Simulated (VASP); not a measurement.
Runs of VASP 6.6.1 on KCl. The structure is that of space group Pm-3m (No. 221), or close to it. The cells are those of the table. 

| level | cell | smearing | gap on the mesh (eV) | pressure (GPa) |
| --- | --- | --- | --- | --- |
| PBE | a = 3.786 Å, 2 atoms | fermi-dirac 0.02 eV | (c) | (a) |
| PBE | a = 3.771, b = 3.771, c = 3.592 Å, 2 atoms | fermi-dirac 0.02 eV | 5.05 | 2.4 |
| r2SCAN | a = 3.771, b = 3.771, c = 3.592 Å, 2 atoms | gaussian 0.01 eV | (b) | 1.2 |
| r2SCAN | a = 3.786 Å, 2 atoms | gaussian 0.01 eV | 5.75 | -0.3 |

Alike in all rows: task single point; potentials or basis VASP PAW PBE potentials, release 64 (K_sv, Cl); no spin polarisation; k mesh 8 × 8 × 8; cutoff (eV) 520.

Problem. Fill in the values left out.

Solution. (a) 0.8; (b) 5.83; (c) 4.98.

Caveats: the PAW data sets were made with another functional, which shifts forces and pressure a little (some runs).

A k mesh can miss the band edges.
